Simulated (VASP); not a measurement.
# NbCd3 (Pm-3m) in VASP: notebook

The runs below take NbCd3 through single point, with r2SCAN.

All numbers are computed with VASP 6.6.1; they aren't measurements. Logs are shortened: lines on timing, memory, paths and dates and some standing lists are left out, and cuts for length are marked.

## 1. The cell of the first run

The structure is cubic, space group Pm-3m (No. 221). The conventional cell has a = 4.229 Å, b = 4.229 Å, c = 4.229 Å, α = 90.00°, β = 90.00°, γ = 90.00°. Nb (site symmetry m-3m) has 12 Cd at 2.99 Å within 3.9 Å. Cd (site symmetry 4/mmm) has 4 Nb at 2.99 Å and 8 Cd at 2.99 Å within 3.9 Å.

## 2. Single point, r2SCAN (18.91 Å³/atom)

Input file POSCAR:

```
NbCd3
1.0
    4.2289729679      0.0000000000      0.0000000000
    0.0000000000      4.2289729679      0.0000000000
    0.0000000000      0.0000000000      4.2289729679
Nb Cd
1 3
Direct
    0.0000000000      0.0000000000      0.0000000000
    0.0000000000      0.5000000000      0.5000000000
    0.5000000000      0.0000000000      0.5000000000
    0.5000000000      0.5000000000      0.0000000000
```

Input file INCAR.step1:

```
PREC     = Accurate       # precision mode
ENCUT    = 520            # plane-wave cutoff, eV
ISMEAR   = 0              # smearing method
SIGMA    = 0.1            # smearing width, eV
LREAL    = F              # projectors in reciprocal space
LASPH    = T              # aspherical terms in the spheres
NELM     = 80             # most SCF steps
NBANDS   = 32             # bands
GGA      = PE             # functional
ALGO     = Normal         # electronic algorithm
EDIFF    = 1E-4           # SCF threshold, eV
LWAVE    = T              # write WAVECAR
LCHARG   = F              # write CHGCAR
```

Input file INCAR.step2:

```
PREC     = Accurate       # precision mode
ENCUT    = 520            # plane-wave cutoff, eV
EDIFF    = 1E-6           # SCF threshold, eV
ISMEAR   = 0              # smearing method
SIGMA    = 0.1            # smearing width, eV
LREAL    = F              # projectors in reciprocal space
LASPH    = T              # aspherical terms in the spheres
NELM     = 80             # most SCF steps
ALGO     = Normal         # electronic algorithm
ISIF     = 2              # what is computed and relaxed
LWAVE    = F              # write WAVECAR
LCHARG   = T              # write CHGCAR
METAGGA  = R2SCAN         # meta-GGA
LMIXTAU  = T            
LELF     = T              # ELF
LVHAR    = T            
NBANDS   = 32             # bands
ISTART   = 1
```

Input file KPOINTS:

```
Automatic mesh
0
Gamma
  10 10 10
```

Potentials or basis: VASP PAW PBE potentials, release 64 (Nb_sv, Cd).

The run is started by

```
> cat potpaw_PBE.64/Nb_sv/POTCAR potpaw_PBE.64/Cd/POTCAR > POTCAR
> cp INCAR.step1 INCAR
> mpirun -np 1 vasp_std > vasp.out
> cp INCAR.step2 INCAR
> mpirun -np 1 vasp_std > vasp.out
```

OUTCAR:

```text
PREC = Accurate
   ENCUT = 520
   EDIFF = 1E-6
   ISMEAR = 0
   LREAL = F
   LASPH = T
   NELM = 80
   ISIF = 2
   METAGGA = R2SCAN
   ISTART = 1

 ion  position               nearest neighbor table
   1  0.000  0.000  0.000-   2 2.99   3 2.99   4 2.99   2 2.99   3 2.99   2 2.99   4 2.99   2 2.99
                             3 2.99   4 2.99   3 2.99   4 2.99
   2  0.000  0.500  0.500-   1 2.99   3 2.99   4 2.99   1 2.99   4 2.99   1 2.99   3 2.99   1 2.99
                             3 2.99   4 2.99   4 2.99   3 2.99
   3  0.500  0.000  0.500-   1 2.99   2 2.99   4 2.99   1 2.99   4 2.99   2 2.99   4 2.99   4 2.99
                             1 2.99   2 2.99   1 2.99   2 2.99
   4  0.500  0.500  0.000-   1 2.99   2 2.99   3 2.99   2 2.99   3 2.99   1 2.99   3 2.99   3 2.99
                             1 2.99   2 2.99   2 2.99   1 2.99

  LATTYP: Found a simple cubic cell.
 ALAT       =     4.2289729679

  Lattice vectors:

 A1 = (   4.2289729679,   0.0000000000,   0.0000000000)
 A2 = (   0.0000000000,   4.2289729679,   0.0000000000)
 A3 = (   0.0000000000,   0.0000000000,   4.2289729679)

Analysis of symmetry for initial positions (statically):
=====================================================================
 Subroutine PRICEL returns:
 Original cell was already a primitive cell.

 Routine SETGRP: Setting up the symmetry group for a
 simple cubic supercell.

 Subroutine GETGRP returns: Found 48 space group operations
 (whereof 48 operations were pure point group operations)
 out of a pool of 48 trial point group operations.

The static configuration has the point symmetry O_h .

Analysis of symmetry for dynamics (positions and initial velocities):
=====================================================================
 Subroutine PRICEL returns:
 Original cell was already a primitive cell.

 Routine SETGRP: Setting up the symmetry group for a
 simple cubic supercell.

 Subroutine GETGRP returns: Found 48 space group operations
 (whereof 48 operations were pure point group operations)
 out of a pool of 48 trial point group operations.

The dynamic configuration has the point symmetry O_h .

 Subroutine INISYM returns: Found 48 space group operations
 (whereof 48 operations are pure point group operations),
 and found     1 'primitive' translations

[... 97 lines left out ...]
   NELM   =     80;   NELMIN=  2; NELMDL=  0     # of ELM steps
   EDIFF  = 0.1E-05   stopping-criterion for ELM
   LREAL  =      F    real-space projection
   EDIFFG = 0.1E-04   stopping-criterion for IOM
   NSW    =      0    number of steps for IOM
   IBRION =     -1    ionic relax: 0-MD 1-quasi-New 2-CG
   NFREE  =      0    steps in history (QN), initial steepest desc. (CG)
   ISIF   =      2    stress and relaxation
   ISYM   =      2    0-nonsym 1-usesym 2-fastsym
   POTIM  = 0.5000    time-step for ionic-motion
   TEBEG  =    0.0;   TEEND  =   0.0 temperature during run
   PSTRESS=    0.0 pullay stress
   NELECT =      49.0000    total number of electrons
   NUPDOWN=      -1.0000    fix difference up-down
   EMIN   =  10.00;   EMAX   =-10.00  energy-range for DOS
   EFERMI =   0.00;   METHOD = LEGACY
   ISMEAR =     0;   SIGMA  =   0.10  broadening in eV -4-tet -1-fermi 0-gaus
   EFERMI_NEDOS =   21; number of points for ismear=-14 and -15
   IALGO  =     38    algorithm
   IMIX   =      4    mixing-type and parameters
     AMIX     =   0.40;   BMIX     =  1.00
     AMIX_MAG =   1.60;   BMIX_MAG =  1.00
  volume/ion in A,a.u.               =      18.91       127.60
  Fermi-wavevector in a.u.,A,eV,Ry     =   1.416572  2.676933 27.302483  2.006676
  Thomas-Fermi vector in A             =   2.537892
   LORBIT       =      0    0 simple, 1 ext, 2 COOP (PROOUT), +10 PAW based schemes
   METAGGA = R2SCAN    functional components
   LHFCALC =     F    Hartree Fock is set to
   AEXX    =    0.0000 exact exchange contribution
   IVDW    =     0    specifies the selected vdW correction
   LEPSILON=     F    determine dielectric tensor
   LRPA    =     F    only Hartree local field effects (RPA)
 non-spin polarized calculation
 Gauss-broadening in eV      SIGMA  =   0.10
  energy-cutoff  :      520.00
  volume of cell :       75.63
 maximum number of plane-waves:      2052
 NGX is ok and might be reduce to    32
   NGX = 15   NGY = 15   NGZ = 15

 number of electron      49.0000032 magnetization

 Free energy of the ion-electron system (eV)
  ---------------------------------------------------
  ext. energy  EPLUGINS =         0.00000000
  ---------------------------------------------------
  free energy    TOTEN  =       -84.65753844 eV

  energy without entropy =      -84.64994874  energy(sigma->0) =      -84.65374359

 E-fermi :   5.0725     XC(G=0): -12.8580

 val. band max:        5.0241290406   @ k =   0.5000   0.5000   0.3000
 cond. band min:       5.1051995507   @ k =   0.3000   0.3000   0.1000
 fundamental gap:      0.0810705101
 Fermi energy:         5.0724803405

 k-point     1 :       0.0000    0.0000    0.0000
  band No.  band energies     occupation
      1     -51.6245      2.00000
      2     -26.9834      2.00000
      3     -26.9834      2.00000
      4     -26.9834      2.00000
      5      -4.9698      2.00000
      6      -4.7811      2.00000
[... 829 lines left out ...]
     31      12.0733      0.00000
     32      12.4968      0.00000

 [... further k-points ...]

------------------------ aborting loop because EDIFF is reached ----------------------------------------

  FORCE on cell =-STRESS in cart. coord.  units (eV):
  Direction    XX          YY          ZZ          XY          YZ          ZX
  --------------------------------------------------------------------------------------
  -------------------------------------------------------------------------------------
  Total        1.9100607      1.9100607      1.9100607     -0.0000000      0.0000000     -0.0000000
  in kB       40.4625293     40.4625293     40.4625293     -0.0000000      0.0000000     -0.0000000
  external PRESSURE =      40.4625293 kB  Pullay stress =       0.0000000 kB

 VOLUME and BASIS-vectors are now :
 -----------------------------------------------------------------------------
  energy-cutoff  :      520.00
  volume of cell :       75.63
      direct lattice vectors                 reciprocal lattice vectors
     4.228972968  0.000000000  0.000000000     0.236464032  0.000000000  0.000000000
     0.000000000  4.228972968  0.000000000     0.000000000  0.236464032  0.000000000
     0.000000000  0.000000000  4.228972968     0.000000000  0.000000000  0.236464032

 POSITION                                       TOTAL-FORCE (eV/Angst)
 -----------------------------------------------------------------------------------
      0.00000      0.00000      0.00000         0.000000      0.000000      0.000000
      0.00000      2.11449      2.11449         0.000000      0.000000      0.000000
      2.11449      0.00000      2.11449         0.000000      0.000000      0.000000
      2.11449      2.11449      0.00000         0.000000      0.000000      0.000000
 -----------------------------------------------------------------------------------
    total drift:                                0.000000     -0.000000     -0.000000

  FREE ENERGIE OF THE ION-ELECTRON SYSTEM (eV)
  ---------------------------------------------------
  free  energy   TOTEN  =       -84.6575384353 eV

  energy  without entropy=      -84.6499487406  energy(sigma->0) =      -84.65374359
```

OUTCAR.step1:

```text
PREC = Accurate
   ENCUT = 520
   ISMEAR = 0
   LREAL = F
[... 1073 lines left out ...]
      0.00000      0.00000      0.00000         0.000000      0.000000      0.000000
      0.00000      2.11449      2.11449         0.000000      0.000000      0.000000
      2.11449      0.00000      2.11449         0.000000      0.000000      0.000000
      2.11449      2.11449      0.00000         0.000000      0.000000      0.000000
 -----------------------------------------------------------------------------------
    total drift:                                0.000000     -0.000000     -0.000000

  FREE ENERGIE OF THE ION-ELECTRON SYSTEM (eV)
  ---------------------------------------------------
  free  energy   TOTEN  =       -11.7963066956 eV

  energy  without entropy=      -11.7892086317  energy(sigma->0) =      -11.79275766
```

OSZICAR.step1:

```text
N       E                     dE             d eps       ncg     rms          rms(c)
DAV:   1     0.469964099392E+03    0.46996E+03   -0.25993E+04  3584   0.157E+03
DAV:   2     0.637640096619E+01   -0.46359E+03   -0.44847E+03  3952   0.488E+02
DAV:   3    -0.117483495654E+02   -0.18125E+02   -0.17450E+02  5112   0.955E+01
DAV:   4    -0.125107607677E+02   -0.76241E+00   -0.75887E+00  5200   0.157E+01
DAV:   5    -0.125200864806E+02   -0.93257E-02   -0.93229E-02  4960   0.160E+00    0.967E+00
DAV:   6    -0.118904755487E+02    0.62961E+00   -0.15618E+00  4608   0.110E+01    0.614E+00
DAV:   7    -0.118115725127E+02    0.78903E-01   -0.21737E-01  4344   0.345E+00    0.378E+00
DAV:   8    -0.117980434997E+02    0.13529E-01   -0.75337E-02  4656   0.219E+00    0.755E-01
DAV:   9    -0.117961906663E+02    0.18528E-02   -0.74544E-03  4848   0.668E-01    0.224E-01
DAV:  10    -0.117963128522E+02   -0.12219E-03   -0.86161E-04  3728   0.211E-01    0.416E-02
DAV:  11    -0.117963066956E+02    0.61566E-05   -0.46406E-05  2352   0.645E-02
   1 F= -.11796307E+02 E0= -.11792758E+02  d E =-.709806E-02
```

It took 4.2 min on 1 thread of Intel Xeon Platinum 8259CL at 2.50GHz (Skylake/Cascade Lake), shared host; peak memory 0.26 GiB.

Results:

- Free energy: -84.6575 eV
- Pressure: 4.0 GPa
- Band gap on the k mesh: zero (an odd number of electrons rules out a gap without spin polarisation)

Caveat: the cell stands under pressure; the PAW data sets were made with another functional, which shifts forces and pressure a little.

## 3. Single point, r2SCAN (20.08 Å³/atom)

This run uses another cell than the first one, of 20.08 Å³/atom.

Input file POSCAR:

```
NbCd3
1.0
    4.3144297892      0.0000000000      0.0000000000
    0.0000000000      4.3144297892      0.0000000000
    0.0000000000      0.0000000000      4.3144297892
Nb Cd
1 3
Direct
    0.0000000000      0.0000000000      0.0000000000
    0.0000000000      0.5000000000      0.5000000000
    0.5000000000      0.0000000000      0.5000000000
    0.5000000000      0.5000000000      0.0000000000
```

Input file INCAR.step1:

```
SYSTEM = NbCd3
ALGO     = Normal         ! electronic algorithm
EDIFF    = 1E-4           ! SCF threshold, eV
ENCUT    = 520            ! plane-wave cutoff, eV
GGA      = PE             ! functional
ISMEAR   = 0              ! smearing method
LASPH    = .True.         ! aspherical terms in the spheres
LCHARG   = .False.        ! write CHGCAR
LREAL    = .False.        ! projectors in reciprocal space
LWAVE    = .True.         ! write WAVECAR
NBANDS   = 32             ! bands
NELM     = 100            ! most SCF steps
PREC     = Accurate       ! precision mode
SIGMA    = 0.1            ! smearing width, eV
```

Input file INCAR.step2:

```
SYSTEM = NbCd3
ALGO     = Normal         ! electronic algorithm
EDIFF    = 1E-6           ! SCF threshold, eV
ENCUT    = 520            ! plane-wave cutoff, eV
ISIF     = 2              ! what is computed and relaxed
ISMEAR   = 0              ! smearing method
ISTART   = 1            
LASPH    = .True.         ! aspherical terms in the spheres
LCHARG   = .False.        ! write CHGCAR
LMIXTAU  = .True.       
LREAL    = .False.        ! projectors in reciprocal space
LWAVE    = .False.        ! write WAVECAR
METAGGA  = R2SCAN         ! meta-GGA
NBANDS   = 32             ! bands
NELM     = 100            ! most SCF steps
PREC     = Accurate       ! precision mode
SIGMA    = 0.1            ! smearing width, eV
```

Input file KPOINTS:

```
k-points
0
Gamma
  10 10 10
  0 0 0
```

Potentials or basis: VASP PAW PBE potentials, release 64 (Nb_sv, Cd).

The run is started by

```
> cat potpaw_PBE.64/Nb_sv/POTCAR potpaw_PBE.64/Cd/POTCAR > POTCAR
> cp INCAR.step1 INCAR
> mpirun -np 1 vasp_std > vasp.out
> cp INCAR.step2 INCAR
> mpirun -np 1 vasp_std > vasp.out
```

Run time: 4.2 min. Hardware: 1 thread of Intel Xeon Platinum 8259CL at 2.50GHz (Skylake/Cascade Lake), shared host; peak memory 0.27 GiB.

The run converged. Its results:

| Property | Result |
| --- | --- |
| Free energy | -84.6759 eV |
| Pressure | -2.4 GPa |
| Band gap on the k mesh | zero (an odd number of electrons rules out a gap without spin polarisation) |

Levels at points of the mesh, in eV from the Fermi level:
```
           k point  band 20  band 21  band 22  band 23  band 24  band 25  band 26  band 27  band 28  band 29
(0.00, 0.00, 0.00)    -7.91    -0.89    -0.89     0.26     0.26     0.26     1.19     1.19     1.19     5.54
(0.50, 0.00, 0.00)    -6.16    -5.90    -0.85    -0.85    -0.68     1.13     1.22     3.26     4.17     4.17
(0.50, 0.50, 0.00)    -5.06    -3.28    -3.28    -3.11    -0.30    -0.30     1.33     1.89     2.22     5.61
(0.50, 0.50, 0.50)    -2.47    -2.47    -2.47    -2.05    -1.25    -1.25    -1.25     1.67     1.67     3.61
```

Caveat: the PAW data sets were made with another functional, which shifts forces and pressure a little.

(Part 1 of 2 ends here.)

The gap in the log of VASP goes by the Fermi energy; the results here count the filled bands.